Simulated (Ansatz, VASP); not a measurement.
One calculation of BN, two programs

File INCAR:

```
SYSTEM = BN
PREC     = Accurate       ! precision mode
ENCUT    = 600            ! plane-wave cutoff, eV
EDIFF    = 1E-6           ! SCF threshold, eV
ISMEAR   = 0              ! smearing method
SIGMA    = 0.01           ! smearing width, eV
LREAL    = .False.        ! projectors in reciprocal space
LASPH    = .True.         ! aspherical terms in the spheres
NELM     = 120            ! most SCF steps
ALGO     = Normal         ! electronic algorithm
ISIF     = 2              ! what is computed and relaxed
LWAVE    = .False.        ! write WAVECAR
LCHARG   = .False.        ! write CHGCAR
NBANDS   = 11             ! bands
GGA_COMPAT= .False.
```

The input KPOINTS:

```
regular mesh
0
Gamma
  12 12 12
  0 0 0
```

Contents of POSCAR:

```
BN
1.0
    0.0000000000      1.8021311927      1.8021311927
    1.8021311927      0.0000000000      1.8021311927
    1.8021311927      1.8021311927      0.0000000000
B N
1 1
Direct
    0.0000000000      0.0000000000      0.0000000000
    0.2500000000      0.2500000000      0.2500000000
```

Input for Ansatz:

```yaml
crystal:
  lattice:
    - [0.0, 1.8021311927, 1.8021311927]
    - [1.8021311927, 0.0, 1.8021311927]
    - [1.8021311927, 1.8021311927, 0.0]
  atoms:
    - { symbol: B, position: [0.0, 0.0, 0.0] }
    - { symbol: "N", position: [0.25, 0.25, 0.25] }
basis:
  ecutwfc: 420
kpoints:
  mp_grid: { grid: [12, 12, 12] }
hamiltonian:
  xc: lda
scf:
  occupations: { method: fixed }
output:
  forces: true
  stress: true
  eigenvalues: true
```

Alike in both runs: task single point; functional LDA; k mesh 12 × 12 × 12; no spin polarisation.

|  | VASP | Ansatz |
| --- | --- | --- |
| version | VASP 6.6.1 | Ansatz 0.2.0 |
| potentials or method | VASP PAW LDA potentials, release 64 (B, N), cutoff 600 eV | scalar-relativistic, plane waves, PAW |
| occupations | gaussian, width 0.01 eV | fixed |
| valence electrons in the cell | 8 | 8 |

|  | VASP | Ansatz | Ansatz less VASP |
| --- | --- | --- | --- |
| gap on the k mesh at the Fermi level (eV) | 4.35 | 4.37 | +0.017 |
| least direct gap on the mesh (eV) | 8.73 | 8.74 | +0.013 |
| pressure (GPa) | -7.0 | -7.7 | -0.70 |

LDA's correlation is that of Perdew and Zunger in VASP and of Perdew and Wang (1992) in Ansatz.
